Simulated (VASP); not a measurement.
# AlAu (Pm-3m) in VASP: notebook

The runs below take AlAu through single point, relaxation of volume and atoms at fixed shape, with PBEsol.

Program: VASP 6.6.1. These are calculated values, not measurements. Logs are shortened: lines on timing, memory, paths and dates and some standing lists are left out, and cuts for length are marked.

## 1. The cell of the first run

The structure is cubic, space group Pm-3m (No. 221). The conventional cell has a = 3.178 Å, b = 3.178 Å, c = 3.178 Å, α = 90.00°, β = 90.00°, γ = 90.00°. Within 3.6 Å of Al (site symmetry m-3m) lie 8 Au at 2.75 Å and 6 Al at 3.18 Å. Within 3.6 Å of Au (site symmetry m-3m) lie 8 Al at 2.75 Å and 6 Au at 3.18 Å.

## 2. Single point, PBEsol

Input file INCAR:

```
ALGO = Normal
EDIFF = 1E-6
ENCUT = 520
GGA = PS
ISIF = 2
ISMEAR = -1
LASPH = T
LCHARG = T
LELF = T
LREAL = F
LVHAR = T
LWAVE = F
NBANDS = 14
NELM = 60
PREC = Accurate
SIGMA = 0.05
```

Input file KPOINTS:

```
k-points
0
Gamma
  13 13 13
```

Input file POSCAR:

```
AlAu
1.0
    3.1779329838      0.0000000000      0.0000000000
    0.0000000000      3.1779329838      0.0000000000
    0.0000000000      0.0000000000      3.1779329838
Al Au
1 1
Direct
    0.0000000000      0.0000000000      0.0000000000
    0.5000000000      0.5000000000      0.5000000000
```

Potentials or basis: VASP PAW PBE potentials, release 64 (Al, Au).

Launch:

```
$ cat potpaw_PBE.64/Al/POTCAR potpaw_PBE.64/Au/POTCAR > POTCAR
$ mpirun -np 1 vasp_std > vasp.out
```

OUTCAR:

```text
EDIFF = 1E-6
   ENCUT = 520
   GGA = PS
   ISIF = 2
   ISMEAR = -1
   LASPH = T
   LREAL = F
   NELM = 60
   PREC = Accurate

 ion  position               nearest neighbor table
   1  0.000  0.000  0.000-   2 2.75   2 2.75   2 2.75   2 2.75   2 2.75   2 2.75   2 2.75   2 2.75

   2  0.500  0.500  0.500-   1 2.75   1 2.75   1 2.75   1 2.75   1 2.75   1 2.75   1 2.75   1 2.75

  LATTYP: Found a simple cubic cell.
 ALAT       =     3.1779329838

  Lattice vectors:

 A1 = (   3.1779329838,   0.0000000000,   0.0000000000)
 A2 = (   0.0000000000,   3.1779329838,   0.0000000000)
 A3 = (   0.0000000000,   0.0000000000,   3.1779329838)

Analysis of symmetry for initial positions (statically):
=====================================================================
 Subroutine PRICEL returns:
 Original cell was already a primitive cell.

 Routine SETGRP: Setting up the symmetry group for a
 simple cubic supercell.

 Subroutine GETGRP returns: Found 48 space group operations
 (whereof 48 operations were pure point group operations)
 out of a pool of 48 trial point group operations.

The static configuration has the point symmetry O_h .

Analysis of symmetry for dynamics (positions and initial velocities):
=====================================================================
 Subroutine PRICEL returns:
 Original cell was already a primitive cell.

 Routine SETGRP: Setting up the symmetry group for a
 simple cubic supercell.

 Subroutine GETGRP returns: Found 48 space group operations
 (whereof 48 operations were pure point group operations)
 out of a pool of 48 trial point group operations.

The dynamic configuration has the point symmetry O_h .

 Subroutine INISYM returns: Found 48 space group operations
 (whereof 48 operations are pure point group operations),
 and found     1 'primitive' translations

----------------------------------------------------------------------------------------

                                     Primitive cell

  volume of cell :      32.0948

  direct lattice vectors                    reciprocal lattice vectors
     3.177932984  0.000000000  0.000000000     0.314669946  0.000000000  0.000000000
     0.000000000  3.177932984  0.000000000     0.000000000  0.314669946  0.000000000
     0.000000000  0.000000000  3.177932984     0.000000000  0.000000000  0.314669946

  length of vectors
[... 84 lines left out ...]
   EDIFFG = 0.1E-04   stopping-criterion for IOM
   NSW    =      0    number of steps for IOM
   IBRION =     -1    ionic relax: 0-MD 1-quasi-New 2-CG
   NFREE  =      0    steps in history (QN), initial steepest desc. (CG)
   ISIF   =      2    stress and relaxation
   ISYM   =      2    0-nonsym 1-usesym 2-fastsym
   POTIM  = 0.5000    time-step for ionic-motion
   TEBEG  =    0.0;   TEEND  =   0.0 temperature during run
   PSTRESS=    0.0 pullay stress
   NELECT =      14.0000    total number of electrons
   NUPDOWN=      -1.0000    fix difference up-down
   EMIN   =  10.00;   EMAX   =-10.00  energy-range for DOS
   EFERMI =   0.00;   METHOD = LEGACY
   ISMEAR =    -1;   SIGMA  =   0.05  broadening in eV -4-tet -1-fermi 0-gaus
   EFERMI_NEDOS =   21; number of points for ismear=-14 and -15
   IALGO  =     38    algorithm
   IMIX   =      4    mixing-type and parameters
     AMIX     =   0.40;   BMIX     =  1.00
     AMIX_MAG =   1.60;   BMIX_MAG =  1.00
  volume/ion in A,a.u.               =      16.05       108.29
  Fermi-wavevector in a.u.,A,eV,Ry     =   1.241574  2.346236 20.973478  1.541507
  Thomas-Fermi vector in A             =   2.375966
   LORBIT       =      0    0 simple, 1 ext, 2 COOP (PROOUT), +10 PAW based schemes
   GGA     = PS    functional components
   LHFCALC =     F    Hartree Fock is set to
   AEXX    =    0.0000 exact exchange contribution
   IVDW    =     0    specifies the selected vdW correction
   LEPSILON=     F    determine dielectric tensor
   LRPA    =     F    only Hartree local field effects (RPA)
 non-spin polarized calculation
  energy-cutoff  :      520.00
  volume of cell :       32.09
 maximum number of plane-waves:       886
 NGX is ok and might be reduce to    24
   NGX = 11   NGY = 11   NGZ = 11

 number of electron      14.0000003 magnetization

 Free energy of the ion-electron system (eV)
  ---------------------------------------------------
  ext. energy  EPLUGINS =         0.00000000
  ---------------------------------------------------
  free energy    TOTEN  =        -8.59426489 eV

  energy without entropy =       -8.58759377  energy(sigma->0) =       -8.59092933

 E-fermi :  10.1062     XC(G=0): -11.8122

 val. band max:       10.0938215153   @ k =   0.3077   0.3077   0.0000
 cond. band min:      10.1633705762   @ k =   0.3077   0.3077   0.0769
 fundamental gap:      0.0695490609
 Fermi energy:        10.1061667989

 k-point     1 :       0.0000    0.0000    0.0000
  band No.  band energies     occupation
      1      -1.6609      2.00000
      2       3.1872      2.00000
      3       3.1872      2.00000
      4       5.2291      2.00000
      5       5.2291      2.00000
      6       5.2291      2.00000
      7      12.9304      0.00000
      8      12.9304      0.00000
      9      12.9304      0.00000
     10      17.2037      0.00000
     11      17.5765      0.00000
     12      17.5765      0.00000
     13      26.8423      0.00000
     14      26.8423      0.00000
[... 377 lines left out ...]
      1       1.5844      2.00000
      2       2.9050      2.00000
      3       4.4172      2.00000
      4       4.5242      2.00000
      5       4.7341      2.00000
      6       4.8959      2.00000
      7       7.8943      2.00000
      8      10.4877      0.00097
      9      13.6819      0.00000
     10      17.3437      0.00000
     11      18.8732      0.00000
     12      20.5453      0.00000
     13      22.1011      0.00000
     14      23.9954      0.00000

 [... further k-points ...]
[... 5 lines left out ...]
  --------------------------------------------------------------------------------------
  -------------------------------------------------------------------------------------
  Total       -0.0409612     -0.0409612     -0.0409612      0.0000000      0.0000000     -0.0000000
  in kB       -2.0447919     -2.0447919     -2.0447919      0.0000000      0.0000000     -0.0000000
  external PRESSURE =      -2.0447919 kB  Pullay stress =       0.0000000 kB

 VOLUME and BASIS-vectors are now :
 -----------------------------------------------------------------------------
  energy-cutoff  :      520.00
  volume of cell :       32.09
      direct lattice vectors                 reciprocal lattice vectors
     3.177932984  0.000000000  0.000000000     0.314669946  0.000000000  0.000000000
     0.000000000  3.177932984  0.000000000     0.000000000  0.314669946  0.000000000
     0.000000000  0.000000000  3.177932984     0.000000000  0.000000000  0.314669946

 POSITION                                       TOTAL-FORCE (eV/Angst)
 -----------------------------------------------------------------------------------
      0.00000      0.00000      0.00000         0.000000      0.000000      0.000000
      1.58897      1.58897      1.58897         0.000000      0.000000      0.000000
 -----------------------------------------------------------------------------------
    total drift:                                0.000000     -0.000000     -0.000000

  FREE ENERGIE OF THE ION-ELECTRON SYSTEM (eV)
  ---------------------------------------------------
  free  energy   TOTEN  =        -8.5942648909 eV

  energy  without entropy=       -8.5875937669  energy(sigma->0) =       -8.59092933
```

stdout:

```text
POSCAR found type information on POSCAR AlAu
 POSCAR found :  2 types and       2 ions
 scaLAPACK will be used
 -----------------------------------------------------------------------------
|                                                                             |
|                                                                             |
|     You enforced a specific xc type in the INCAR file but a different       |
|     I HOPE YOU KNOW WHAT YOU ARE DOING!                                     |
|                                                                             |
 -----------------------------------------------------------------------------

 LDA part: xc-table for (Slater+PW92), standard interpolation
 POSCAR, INCAR and KPOINTS ok, starting setup
 FFT: planning ... GRIDC
 FFT: planning ... GRID_SOFT
 FFT: planning ... GRID
 WAVECAR not read
 entering main loop
```

It took 14 s on 1 thread of Intel Xeon 6975P-C, shared host; peak memory 0.17 GiB.

Results:

```
Free energy            : -8.5943 eV
Pressure               : -0.2 GPa
Band gap on the k mesh : zero (band 7 reaches 12.93 eV, above the bottom of band 8 at 9.08 eV)
```

Levels at points of the mesh, in eV from the Fermi level:
| k point | band 3 | band 4 | band 5 | band 6 | band 7 | band 8 | band 9 | band 10 | band 11 | band 12 |
| --- | --- | --- | --- | --- | --- | --- | --- | --- | --- | --- |
| (0.00, 0.00, 0.00) | -6.92 | -4.88 | -4.88 | -4.88 | 2.82 | 2.82 | 2.82 | 7.10 | 7.47 | 7.47 |

Caveat: the PAW data sets were made with another functional, which shifts forces and pressure a little; spin-orbit coupling is left out, which moves the levels of the heavy elements.

## 3. Relaxation of volume and atoms at fixed shape, PBEsol

This run uses another cell than the first one, of 16.75 Å³/atom, 1.044 times its volume.

Input file INCAR:

```
PREC = Accurate
ENCUT = 600
EDIFF = 1E-6
ISMEAR = -1
SIGMA = 0.05
LREAL = F
LASPH = T
NELM = 60
ALGO = Normal
ISIF = 8
LWAVE = F
LCHARG = F
GGA = PS
IBRION = 2
NSW = 80
EDIFFG = -0.01
```

Input file KPOINTS:

```
regular mesh
0
Gamma
  13 13 13
```

Input file POSCAR:

```
AlAu
1.0
    3.2239420000      0.0000000000      0.0000000000
    0.0000000000      3.2239420000      0.0000000000
    0.0000000000      0.0000000000      3.2239420000
Al Au
1 1
Direct
    0.0000000000      0.0000000000      0.0000000000
    0.5000000000      0.5000000000      0.5000000000
```

Potentials or basis: VASP PAW PBE potentials, release 64 (Al, Au).

Launch:

```
$ cat potpaw_PBE.64/Al/POTCAR potpaw_PBE.64/Au/POTCAR > POTCAR
$ mpirun -np 1 vasp_std > vasp.out
```

OUTCAR:

```text
PREC = Accurate
   ENCUT = 600
   EDIFF = 1E-6
   ISMEAR = -1
   LREAL = F
   LASPH = T
   NELM = 60
   ISIF = 8
   GGA = PS
   IBRION = 2
   NSW = 80
   EDIFFG = -0.01

 ion  position               nearest neighbor table
   1  0.000  0.000  0.000-   2 2.79   2 2.79   2 2.79   2 2.79   2 2.79   2 2.79   2 2.79   2 2.79

   2  0.500  0.500  0.500-   1 2.79   1 2.79   1 2.79   1 2.79   1 2.79   1 2.79   1 2.79   1 2.79

  LATTYP: Found a simple cubic cell.
 ALAT       =     3.2239420000

  Lattice vectors:

 A1 = (   3.2239420000,   0.0000000000,   0.0000000000)
 A2 = (   0.0000000000,   3.2239420000,   0.0000000000)
 A3 = (   0.0000000000,   0.0000000000,   3.2239420000)

Analysis of symmetry for initial positions (statically):
=====================================================================
 Subroutine PRICEL returns:
 Original cell was already a primitive cell.

 Routine SETGRP: Setting up the symmetry group for a
 simple cubic supercell.

 Subroutine GETGRP returns: Found 48 space group operations
 (whereof 48 operations were pure point group operations)
 out of a pool of 48 trial point group operations.

The static configuration has the point symmetry O_h .

Analysis of symmetry for dynamics (positions and initial velocities):
=====================================================================
 Subroutine PRICEL returns:
 Original cell was already a primitive cell.

 Routine SETGRP: Setting up the symmetry group for a
 simple cubic supercell.

 Subroutine GETGRP returns: Found 48 space group operations
 (whereof 48 operations were pure point group operations)
 out of a pool of 48 trial point group operations.

The dynamic configuration has the point symmetry O_h .

 Subroutine INISYM returns: Found 48 space group operations
 (whereof 48 operations are pure point group operations),
 and found     1 'primitive' translations

----------------------------------------------------------------------------------------

                                     Primitive cell

  volume of cell :      33.5090

  direct lattice vectors                    reciprocal lattice vectors
     3.223942000  0.000000000  0.000000000     0.310179277  0.000000000  0.000000000
     0.000000000  3.223942000  0.000000000     0.000000000  0.310179277  0.000000000
[... 100 lines left out ...]
   ISMEAR =    -1;   SIGMA  =   0.05  broadening in eV -4-tet -1-fermi 0-gaus
   EFERMI_NEDOS =   21; number of points for ismear=-14 and -15
   IALGO  =     38    algorithm
   IMIX   =      4    mixing-type and parameters
     AMIX     =   0.40;   BMIX     =  1.00
     AMIX_MAG =   1.60;   BMIX_MAG =  1.00
  volume/ion in A,a.u.               =      16.75       113.06
  Fermi-wavevector in a.u.,A,eV,Ry     =   1.223856  2.312752 20.379123  1.497823
  Thomas-Fermi vector in A             =   2.358952
   LORBIT       =      0    0 simple, 1 ext, 2 COOP (PROOUT), +10 PAW based schemes
   GGA     = PS    functional components
   LHFCALC =     F    Hartree Fock is set to
   AEXX    =    0.0000 exact exchange contribution
   IVDW    =     0    specifies the selected vdW correction
   LEPSILON=     F    determine dielectric tensor
   LRPA    =     F    only Hartree local field effects (RPA)
 conjugate gradient relaxation of ions
 non-spin polarized calculation
  energy-cutoff  :      600.00
  volume of cell :       33.51
 maximum number of plane-waves:      1141
 NGX is ok and might be reduce to    28
   NGX = 13   NGY = 13   NGZ = 13

--------------------------------------- Ionic step        1  -------------------------------------------

 number of electron      14.0000000 magnetization

 Free energy of the ion-electron system (eV)
  ---------------------------------------------------
  ext. energy  EPLUGINS =         0.00000000
  ---------------------------------------------------
  free energy    TOTEN  =        -8.57058125 eV

  energy without entropy =       -8.56435413  energy(sigma->0) =       -8.56746769

 E-fermi :   9.4416     XC(G=0): -11.6010

 val. band max:        9.4409896460   @ k =   0.3077   0.3077   0.0769
 cond. band min:       9.4482390296   @ k =   0.2308   0.2308   0.0000
 fundamental gap:      0.0072493836
 Fermi energy:         9.4415658622

 k-point     1 :       0.0000    0.0000    0.0000
  band No.  band energies     occupation
      1      -1.8767      2.00000
      2       2.8717      2.00000
      3       2.8717      2.00000
      4       4.7554      2.00000
      5       4.7554      2.00000
      6       4.7554      2.00000
      7      12.2779      0.00000
      8      12.2779      0.00000
      9      12.2779      0.00000
     10      16.0822      0.00000
     11      16.8471      0.00000
[... 393 lines left out ...]
--------------------------------------- Ionic step        3  -------------------------------------------

 number of electron      14.0000003 magnetization

 Free energy of the ion-electron system (eV)
  ---------------------------------------------------
  ext. energy  EPLUGINS =         0.00000000
  ---------------------------------------------------
  free energy    TOTEN  =        -8.59426486 eV

  energy without entropy =       -8.58757879  energy(sigma->0) =       -8.59092183

 E-fermi :  10.1244     XC(G=0): -11.8180

 val. band max:       10.1136414293   @ k =   0.3077   0.3077   0.0000
 cond. band min:      10.1833241580   @ k =   0.3077   0.3077   0.0769
 fundamental gap:      0.0696827287
 Fermi energy:        10.1244230252

 k-point     1 :       0.0000    0.0000    0.0000
  band No.  band energies     occupation
      1      -1.6550      2.00000
      2       3.1959      2.00000
      3       3.1959      2.00000
      4       5.2424      2.00000
      5       5.2424      2.00000
      6       5.2424      2.00000
      7      12.9481      0.00000
      8      12.9481      0.00000
      9      12.9481      0.00000
     10      17.2347      0.00000
     11      17.5964      0.00000
[... 351 lines left out ...]
  FREE ENERGIE OF THE ION-ELECTRON SYSTEM (eV)
  ---------------------------------------------------
  free  energy   TOTEN  =        -8.5942648607 eV

  energy  without entropy=       -8.5875787918  energy(sigma->0) =       -8.59092183

 reached required accuracy - stopping structural energy minimisation
```

Wall time 62 s (1 thread of Intel Xeon 6975P-C, shared host); peak memory 0.2 GiB.

Results:

| Item | Value |
| --- | --- |
| Free energy | -8.5943 eV |
| Relaxed volume | 16.03 Å³/atom |
| Relaxed cell | a = 3.177 Å, b = 3.177 Å, c = 3.177 Å, α = 90.00°, β = 90.00°, γ = 90.00° |
| Space group after relaxing (to 0.05 Å) | Pm-3m (No. 221) |
| Energy gained by relaxing | 11.8 meV/atom |
| Ionic steps | 3 |
| Pressure after relaxing | 0.0 GPa |
| Band gap on the k mesh | zero (band 7 reaches 12.95 eV, above the bottom of band 8 at 9.09 eV) |

The path:
```tsv
step	energy change (eV)	largest force (eV/Å)	pressure (GPa)	volume (Å³)
1	0.0000	0.0000	-4.97	33.51
2	-0.0105	0.0000	4.34	31.05
3	-0.0237	0.0000	-0.01	32.06
```

Final structure:
```xyz
2
Lattice="3.1767 0.0000 0.0000 0.0000 3.1767 0.0000 0.0000 0.0000 3.1767" Properties=species:S:1:pos:R:3 pbc="T T T"
Al    0.0000    0.0000    0.0000
Au    1.5883    1.5883    1.5883
```

Levels at points of the mesh, in eV from the Fermi level:
```tsv
k point	band 4	band 5	band 6	band 7	band 8	band 9	band 10	band 11
(0.00, 0.00, 0.00)	-4.88	-4.88	-4.88	2.82	2.82	2.82	7.11	7.47
```

Caveat: the PAW data sets were made with another functional, which shifts forces and pressure a little; spin-orbit coupling is left out, which moves the levels of the heavy elements.
